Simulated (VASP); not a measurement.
**Fe: single point with PBE**

The system is Fe.

```
Fe
1.0
     2.37008    0.00000    0.00000
     0.00000    2.37008    0.00000
     0.00000    0.00000    2.37008
Fe
1
Cartesian
  0.0000 0.0000 0.0000
```

This isn't the form of Fe at room conditions, which is bcc.

| Quantity | Value |
| --- | --- |
| Program | VASP 6.6.1 |
| Task | single point |
| Functional | PBE |
| Potentials or basis | VASP PAW PBE potentials, release 64 (Fe) |
| Cutoff | 520 eV |
| k mesh | 18 × 18 × 18 |
| Occupations | fermi-dirac, width 0.1 eV |
| Spin | collinear spin, ferromagnetic start |
| Starting moments | [2.5] μB |
| Dipole correction | no |
| k mesh for the DOS | 27 × 27 × 27 |
| Occupations for the DOS | tetrahedron |
| Further INCAR settings | ALGO = Normal; EDIFF = 1e-06; NBANDS = 14 |

```yaml
Net_moment: 2.39 μB per cell
Site_moments: Fe +2.39 μB
Valence_electrons_inside_the_program's_atomic_spheres: Fe 7.17
```

Levels at points of the mesh, in eV from the Fermi level:
Spin up:
```csv
k point,band 2,band 3,band 4,band 5,band 6,band 7,band 8,band 9
"(0.00, 0.00, 0.00)",-3.90,-3.90,-0.59,-0.59,-0.59,18.65,18.65,18.65
```
Spin down:
| k point | band 1 | band 2 | band 3 | band 4 | band 5 | band 6 |
| --- | --- | --- | --- | --- | --- | --- |
| (0.00, 0.00, 0.00) | -7.51 | -2.41 | -2.40 | 2.44 | 2.44 | 2.44 |

It took 59 s on 1 thread of Intel(R) Xeon(R) 6975P-C (Granite Rapids), with other jobs on the host, peak memory 0.29 GiB.
